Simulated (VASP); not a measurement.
# MgS (Fm-3m) in VASP: further runs

Runs on MgS. Level: LDA. Tasks: single point, relaxation of cell and atoms.

Everything below comes from runs of VASP 6.6.1. Logs are shortened: lines on timing, memory, paths and dates and some standing lists are left out, and cuts for length are marked.

**1. The cell of the first run**

It takes space group Fm-3m (No. 225, cubic). The conventional cell has a = 5.128 Å, b = 5.128 Å, c = 5.128 Å, α = 90.00°, β = 90.00°, γ = 90.00°. Mg (site symmetry m-3m) has 6 S at 2.56 Å within 3.4 Å. S (site symmetry m-3m) has 6 Mg at 2.56 Å within 3.4 Å.

**2. Single point, LDA**

INCAR reads:

```
SYSTEM = MgS
PREC     = Accurate       ! precision mode
ENCUT    = 520            ! plane-wave cutoff, eV
EDIFF    = 1E-6           ! SCF threshold, eV
ISMEAR   = -1             ! smearing method
SIGMA    = 0.05           ! smearing width, eV
LREAL    = .False.        ! projectors in reciprocal space
LASPH    = .True.         ! aspherical terms in the spheres
NELM     = 60             ! most SCF steps
ALGO     = Normal         ! electronic algorithm
ISIF     = 2              ! what is computed and relaxed
LWAVE    = .False.        ! write WAVECAR
LCHARG   = .False.        ! write CHGCAR
NBANDS   = 11             ! bands
```

KPOINTS reads:

```
regular mesh
0
Gamma
  12 12 12
  0 0 0
```

POSCAR reads:

```
MgS
1.0
    0.0000000000      2.5641824518      2.5641824518
    2.5641824518      0.0000000000      2.5641824518
    2.5641824518      2.5641824518      0.0000000000
Mg S
1 1
Direct
    0.0000000000      0.0000000000      0.0000000000
    0.5000000000      0.5000000000      0.5000000000
```

Potentials or basis: VASP PAW LDA potentials, release 64 (Mg, S).

Run with:

```console
cat potpaw_LDA.64/Mg/POTCAR potpaw_LDA.64/S/POTCAR > POTCAR
mpirun -np 1 vasp_std > vasp.out
```

OUTCAR:

```text
SYSTEM = MgS
   PREC = Accurate
   ENCUT = 520
   EDIFF = 1E-6
   ISMEAR = -1
   LREAL = .False.
   LASPH = .True.
   NELM = 60
   ISIF = 2

 ion  position               nearest neighbor table
   1  0.000  0.000  0.000-   2 2.56   2 2.56   2 2.56   2 2.56   2 2.56   2 2.56
   2  0.500  0.500  0.500-   1 2.56   1 2.56   1 2.56   1 2.56   1 2.56   1 2.56

  LATTYP: Found a face centered cubic cell.
 ALAT       =     5.1283649036

  Lattice vectors:

 A1 = (   0.0000000000,   2.5641824518,   2.5641824518)
 A2 = (   2.5641824518,   0.0000000000,   2.5641824518)
 A3 = (   2.5641824518,   2.5641824518,   0.0000000000)

Analysis of symmetry for initial positions (statically):
=====================================================================
 Subroutine PRICEL returns:
 Original cell was already a primitive cell.

 Routine SETGRP: Setting up the symmetry group for a
 face centered cubic supercell.

 Subroutine GETGRP returns: Found 48 space group operations
 (whereof 48 operations were pure point group operations)
 out of a pool of 48 trial point group operations.

The static configuration has the point symmetry O_h .

Analysis of symmetry for dynamics (positions and initial velocities):
=====================================================================
 Subroutine PRICEL returns:
 Original cell was already a primitive cell.

 Routine SETGRP: Setting up the symmetry group for a
 face centered cubic supercell.

 Subroutine GETGRP returns: Found 48 space group operations
 (whereof 48 operations were pure point group operations)
 out of a pool of 48 trial point group operations.

The dynamic configuration has the point symmetry O_h .

 Subroutine INISYM returns: Found 48 space group operations
 (whereof 48 operations are pure point group operations),
 and found     1 'primitive' translations

----------------------------------------------------------------------------------------

                                     Primitive cell

  volume of cell :      33.7192

  direct lattice vectors                    reciprocal lattice vectors
     0.000000000  2.564182452  2.564182452    -0.194993925  0.194993925  0.194993925
     2.564182452  0.000000000  2.564182452     0.194993925 -0.194993925  0.194993925
     2.564182452  2.564182452  0.000000000     0.194993925  0.194993925 -0.194993925

  length of vectors
     3.626301600  3.626301600  3.626301600     0.337739385  0.337739385  0.337739385

  position of ions in fractional coordinates (direct lattice)
     0.000000000  0.000000000  0.000000000
     0.500000000  0.500000000  0.500000000

  ion indices of the primitive-cell ions
   primitive index   ion index
                 1           1
                 2           2

----------------------------------------------------------------------------------------

 KPOINTS: regular mesh

Automatic generation of k-mesh.
 Grid dimensions read from file:
 generate k-points for:   12   12   12

 Generating k-lattice:

  Cartesian coordinates                     Fractional coordinates (reciprocal lattice)
    -0.016249494  0.016249494  0.016249494     0.083333333  0.000000000  0.000000000
     0.016249494 -0.016249494  0.016249494     0.000000000  0.083333333  0.000000000
     0.016249494  0.016249494 -0.016249494     0.000000000  0.000000000  0.083333333

  Length of vectors
     0.028144949  0.028144949  0.028144949

  Shift w.r.t. Gamma in fractional coordinates (k-lattice)
     0.000000000  0.000000000  0.000000000

 Subroutine IBZKPT returns following result:
 ===========================================

 Found     72 irreducible k-points:

 Following reciprocal coordinates:
            Coordinates               Weight
  0.000000  0.000000  0.000000      1.000000
  0.083333  0.000000  0.000000      8.000000
  0.166667  0.000000  0.000000      8.000000
  0.250000  0.000000  0.000000      8.000000
  0.333333  0.000000  0.000000      8.000000
  0.416667  0.000000  0.000000      8.000000
[... 16 lines left out ...]
  0.500000  0.166667  0.000000     24.000000
 -0.416667  0.166667  0.000000     24.000000
 [... further k-points ...]
   k-points           NKPTS =     72   k-points in BZ     NKDIM =     72   number of bands    NBANDS=     11
   number of dos      NEDOS =    301   number of ions     NIONS =      2
   total plane-waves  NPLWV =  21952
   dimension x,y,z NGX =    28 NGY =   28 NGZ =   28
   dimension x,y,z NGXF=    56 NGYF=   56 NGZF=   56
   ions per type =               1   1
   NGX,Y,Z   is equivalent  to a cutoff of  12.84, 12.84, 12.84 a.u.
   NGXF,Y,Z  is equivalent  to a cutoff of  25.67, 25.67, 25.67 a.u.
 SYSTEM =  MgS
   PREC   = accura    normal or accurate (medium, high low for compatibility)
   ISTART =      0    job   : 0-new  1-cont  2-samecut
   ICHARG =      2    charge: 1-file 2-atom 10-const
   ISPIN  =      1    spin polarized calculation?
   LNONCOLLINEAR =      F non collinear calculations
   LSORBIT =      F    spin-orbit coupling
   LASPH  =      T    aspherical Exc in radial PAW
   ENCUT  =  520.0 eV  38.22 Ry    6.18 a.u.   6.74  6.74  6.74*2*pi/ulx,y,z
   NELM   =     60;   NELMIN=  2; NELMDL= -5     # of ELM steps
   EDIFF  = 0.1E-05   stopping-criterion for ELM
   LREAL  =      F    real-space projection
   EDIFFG = 0.1E-04   stopping-criterion for IOM
   NSW    =      0    number of steps for IOM
   IBRION =     -1    ionic relax: 0-MD 1-quasi-New 2-CG
   NFREE  =      0    steps in history (QN), initial steepest desc. (CG)
   ISIF   =      2    stress and relaxation
   ISYM   =      2    0-nonsym 1-usesym 2-fastsym
   POTIM  = 0.5000    time-step for ionic-motion
   TEBEG  =    0.0;   TEEND  =   0.0 temperature during run
   PSTRESS=    0.0 pullay stress
   NELECT =       8.0000    total number of electrons
   NUPDOWN=      -1.0000    fix difference up-down
   EMIN   =  10.00;   EMAX   =-10.00  energy-range for DOS
   EFERMI =   0.00;   METHOD = LEGACY
   ISMEAR =    -1;   SIGMA  =   0.05  broadening in eV -4-tet -1-fermi 0-gaus
   EFERMI_NEDOS =   21; number of points for ismear=-14 and -15
   IALGO  =     38    algorithm
   IMIX   =      4    mixing-type and parameters
     AMIX     =   0.40;   BMIX     =  1.00
     AMIX_MAG =   1.60;   BMIX_MAG =  1.00
  volume/ion in A,a.u.               =      16.86       113.77
  Fermi-wavevector in a.u.,A,eV,Ry     =   1.013474  1.915188 13.974943  1.027129
  Thomas-Fermi vector in A             =   2.146645
   LORBIT       =      0    0 simple, 1 ext, 2 COOP (PROOUT), +10 PAW based schemes
   GGA     = CA    functional components
   LHFCALC =     F    Hartree Fock is set to
   AEXX    =    0.0000 exact exchange contribution
   IVDW    =     0    specifies the selected vdW correction
   LEPSILON=     F    determine dielectric tensor
   LRPA    =     F    only Hartree local field effects (RPA)
 non-spin polarized calculation
  energy-cutoff  :      520.00
  volume of cell :       33.72
 maximum number of plane-waves:       934
   NGX = 13   NGY = 13   NGZ = 13

 number of electron       7.9999998 magnetization

 Free energy of the ion-electron system (eV)
  ---------------------------------------------------
  ext. energy  EPLUGINS =         0.00000000
  ---------------------------------------------------
  free energy    TOTEN  =        -9.59238873 eV

  energy without entropy =       -9.59238873  energy(sigma->0) =       -9.59238873

 E-fermi :   5.0211     XC(G=0): -10.1681

 val. band max:        3.9814589261   @ k =   0.0000   0.0000   0.0000
 cond. band min:       6.6317450132   @ k =   0.5000   0.5000   0.0000
 fundamental gap:      2.6502860871
 Fermi energy:         5.0211413968

 k-point     1 :       0.0000    0.0000    0.0000
  band No.  band energies     occupation
      1      -8.9157      2.00000
      2       3.9815      2.00000
      3       3.9815      2.00000
      4       3.9815      2.00000
      5       7.8244      0.00000
      6      11.7876      0.00000
      7      11.7876      0.00000
      8      11.7876      0.00000
      9      14.2918      0.00000
     10      14.2918      0.00000
     11      16.4364      0.00000

 k-point     2 :       0.0833    0.0000    0.0000
  band No.  band energies     occupation
      1      -8.8419      2.00000
      2       3.4239      2.00000
      3       3.9292      2.00000
      4       3.9292      2.00000
      5       8.2655      0.00000
      6      11.5929      0.00000
      7      11.9335      0.00000
      8      11.9335      0.00000
      9      13.9015      0.00000
     10      13.9015      0.00000
     11      16.8544      0.00000

 k-point     3 :       0.1667    0.0000    0.0000
  band No.  band energies     occupation
      1      -8.6288      2.00000
      2       2.2627      2.00000
      3       3.7948      2.00000
      4       3.7948      2.00000
      5       8.8780      0.00000
      6      11.5783      0.00000
      7      12.0834      0.00000
      8      12.0834      0.00000
      9      13.5708      0.00000
     10      13.5708      0.00000
     11      16.4473      0.00000

 k-point     4 :       0.2500    0.0000    0.0000
  band No.  band energies     occupation
      1      -8.3042      2.00000
      2       1.0130      2.00000
      3       3.6274      2.00000
      4       3.6274      2.00000
      5       8.9168      0.00000
      6      11.6988      0.00000
      7      11.6988      0.00000
      8      12.3795      0.00000
      9      14.2271      0.00000
     10      14.2271      0.00000
     11      15.8849      0.00000

 k-point     5 :       0.3333    0.0000    0.0000
  band No.  band energies     occupation
      1      -7.9263      2.00000
      2      -0.0907      2.00000
      3       3.4752      2.00000
      4       3.4752      2.00000
      5       8.6829      0.00000
      6      11.2127      0.00000
      7      11.2127      0.00000
      8      13.5369      0.00000
      9      15.4935      0.00000
     10      15.4935      0.00000
     11      15.5163      0.00000
[... 211 lines left out ...]
 k-point    21 :       0.3333    0.1667    0.0000
  band No.  band energies     occupation
      1      -7.9708      2.00000
      2       0.6380      2.00000
      3       2.8895      2.00000
      4       3.0226      2.00000
      5       9.2093      0.00000
      6      10.4449      0.00000
      7      11.4934      0.00000
      8      12.7852      0.00000
      9      15.0449      0.00000
     10      16.3003      0.00000
     11      17.8170      0.00000

 k-point    22 :       0.4167    0.1667    0.0000
  band No.  band energies     occupation
      1      -7.6288      2.00000
      2      -0.1986      2.00000
      3       2.5498      2.00000
      4       2.9521      2.00000
      5       8.9884      0.00000
      6      10.5127      0.00000
      7      12.2409      0.00000
      8      12.2758      0.00000
      9      16.0563      0.00000
     10      17.7938      0.00000
     11      17.8591      0.00000

 k-point    23 :       0.5000    0.1667    0.0000
  band No.  band energies     occupation
      1      -7.3812      2.00000
      2      -0.7285      2.00000
      3       2.2595      2.00000
      4       2.9816      2.00000
      5       8.9656      0.00000
      6      10.4237      0.00000
      7      11.8095      0.00000
      8      13.4774      0.00000
      9      16.3745      0.00000
     10      18.1887      0.00000
     11      18.5536      0.00000

 k-point    24 :      -0.4167    0.1667    0.0000
  band No.  band energies     occupation
      1      -7.3427      2.00000
      2      -0.8013      2.00000
      3       2.0795      2.00000
      4       3.1056      2.00000
      5       9.1524      0.00000
      6      10.4107      0.00000
      7      11.5543      0.00000
      8      14.1197      0.00000
      9      16.6709      0.00000
     10      16.8725      0.00000
     11      17.9288      0.00000

 [... further k-points ...]

------------------------ aborting loop because EDIFF is reached ----------------------------------------

  FORCE on cell =-STRESS in cart. coord.  units (eV):
  Direction    XX          YY          ZZ          XY          YZ          ZX
  --------------------------------------------------------------------------------------
  -------------------------------------------------------------------------------------
  Total       -0.1178214     -0.1178214     -0.1178214      0.0000000      0.0000000      0.0000000
  in kB       -5.5983240     -5.5983240     -5.5983240      0.0000000      0.0000000      0.0000000
  external PRESSURE =      -5.5983240 kB  Pullay stress =       0.0000000 kB

 VOLUME and BASIS-vectors are now :
 -----------------------------------------------------------------------------
  energy-cutoff  :      520.00
  volume of cell :       33.72
      direct lattice vectors                 reciprocal lattice vectors
     0.000000000  2.564182452  2.564182452    -0.194993925  0.194993925  0.194993925
     2.564182452  0.000000000  2.564182452     0.194993925 -0.194993925  0.194993925
     2.564182452  2.564182452  0.000000000     0.194993925  0.194993925 -0.194993925

 POSITION                                       TOTAL-FORCE (eV/Angst)
 -----------------------------------------------------------------------------------
      0.00000      0.00000      0.00000        -0.000000      0.000000     -0.000000
      2.56418      2.56418      2.56418         0.000000     -0.000000      0.000000
 -----------------------------------------------------------------------------------
    total drift:                                0.000000      0.000000      0.000000

  FREE ENERGIE OF THE ION-ELECTRON SYSTEM (eV)
  ---------------------------------------------------
  free  energy   TOTEN  =        -9.5923887339 eV

  energy  without entropy=       -9.5923887338  energy(sigma->0) =       -9.59238873
```

It took 26 s on 1 thread of AMD EPYC 7R43 (Zen 3), shared host; peak memory 0.12 GiB.

Results:

- Free energy: -9.5924 eV
- Pressure: -0.6 GPa
- Band gap on the k mesh: 2.65 eV, indirect (least direct gap 3.84 eV)

A k mesh can miss the band edges.

**3. Relaxation of cell and atoms, LDA**

This run uses another cell than the first one, of 17.61 Å³/atom, 1.044 times its volume.

INCAR reads:

```
  PREC = Accurate
  ENCUT = 600
  EDIFF = 1E-6
  ISMEAR = -1
  SIGMA = 0.05
  LREAL = False
  LASPH = True
  NELM = 60
  ALGO = Normal
  ISIF = 3
  LWAVE = False
  LCHARG = False
  GGA = CA
  IBRION = 2
  NSW = 100
  EDIFFG = -0.002
```

KPOINTS reads:

```
Automatic mesh
0
Gamma
  12 12 12
```

POSCAR reads:

```
MgS
1.0
    0.0000000000      2.6016500000      2.6016500000
    2.6016500000      0.0000000000      2.6016500000
    2.6016500000      2.6016500000      0.0000000000
Mg S
1 1
Direct
    0.0000000000      0.0000000000      0.0000000000
    0.5000000000      0.5000000000      0.5000000000
```

Potentials or basis: VASP PAW LDA potentials, release 64 (Mg, S).

Run with:

```console
cat potpaw_LDA.64/Mg/POTCAR potpaw_LDA.64/S/POTCAR > POTCAR
mpirun -np 1 vasp_std > vasp.out
```

It took 48 s on 1 thread of AMD EPYC 7R43 (Zen 3), shared host; peak memory 0.13 GiB.

Results (log left out):

```yaml
Free_energy: -9.5932 eV
Relaxed_volume: 16.76 Å³/atom
Relaxed_cell: a = 3.619 Å, b = 3.619 Å, c = 3.619 Å, α = 60.00°, β = 60.00°, γ = 60.00°
Space_group_after_relaxing_to_0.05_Å: Fm-3m (No. 225)
Energy_gained_by_relaxing: 10.6 meV/atom
Ionic_steps: 3
Pressure_after_relaxing: 0.0 GPa
Band_gap_on_the_k_mesh: 2.66 eV, indirect (least direct gap 3.89 eV)
```

The path:
```tsv
step	energy change (eV)	largest force (eV/Å)	pressure (GPa)	volume (Å³)
1	0.0000	0.0000	-3.83	35.22
2	-0.0200	0.0000	1.05	33.12
3	-0.0212	0.0000	0.00	33.51
```

Final structure:
```cif
data_structure
_symmetry_space_group_name_H-M 'P 1'
_symmetry_Int_Tables_number 1
_cell_length_a 3.6188
_cell_length_b 3.6188
_cell_length_c 3.6188
_cell_angle_alpha 60.000
_cell_angle_beta 60.000
_cell_angle_gamma 60.000
_cell_volume 33.51
loop_
_atom_site_label
_atom_site_type_symbol
_atom_site_fract_x
_atom_site_fract_y
_atom_site_fract_z
_atom_site_occupancy
Mg1 Mg 0.00000 0.00000 0.00000 1
S1 S 0.50000 0.50000 0.50000 1
```

Levels at points of the mesh, in eV from the valence-band top:
```tsv
k point	band 1	band 2	band 3	band 4	band 5	band 6	band 7	band 8
(0.00, 0.00, 0.00)	-12.93	0.00	0.00	0.00	3.89	7.80	7.80	7.80
(0.50, 0.00, 0.00)	-11.47	-5.18	-0.65	-0.65	4.45	6.80	6.80	10.38
(0.50, 0.50, 0.00)	-11.05	-4.52	-1.82	-1.82	2.66	4.09	12.29	12.89
```
